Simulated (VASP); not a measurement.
A run of VASP 6.6.1 is set up as follows.

Contents of INCAR:

```
PREC     = Accurate       # precision mode
ENCUT    = 600            # plane-wave cutoff, eV
EDIFF    = 1E-6           # SCF threshold, eV
ISMEAR   = 0              # smearing method
SIGMA    = 0.1            # smearing width, eV
LREAL    = False          # projectors in reciprocal space
LASPH    = True           # aspherical terms in the spheres
NELM     = 120            # most SCF steps
ALGO     = Normal         # electronic algorithm
ISIF     = 2              # what is computed and relaxed
LWAVE    = False          # write WAVECAR
LCHARG   = False          # write CHGCAR
GGA      = PE             # functional
NBANDS   = 11             # bands
GGA_COMPAT= False
```

File KPOINTS:

```
Automatic mesh
0
Gamma
  8 8 8
```

File POSCAR:

```
C
1.0
    0.0000000000      1.7800000000      1.7800000000
    1.7800000000      0.0000000000      1.7800000000
    1.7800000000      1.7800000000      0.0000000000
C
2
Direct
    0.0000000000      0.0000000000      0.0000000000
    0.2500000000      0.2500000000      0.2500000000
```

Potentials or basis: VASP PAW PBE potentials, release 64 (C).

Run with:

```console
$ cat potpaw_PBE.64/C/POTCAR > POTCAR
$ mpirun -np 1 vasp_std > vasp.out
```

**Question.** Estimate the pressure.

**Answer.** 4.3 GPa.

**Question.** Estimate the band gap on the k mesh.

**Answer.** 4.15 eV (least direct gap 5.61 eV).

Caveat: the cell stands under pressure. A k mesh can miss the band edges.
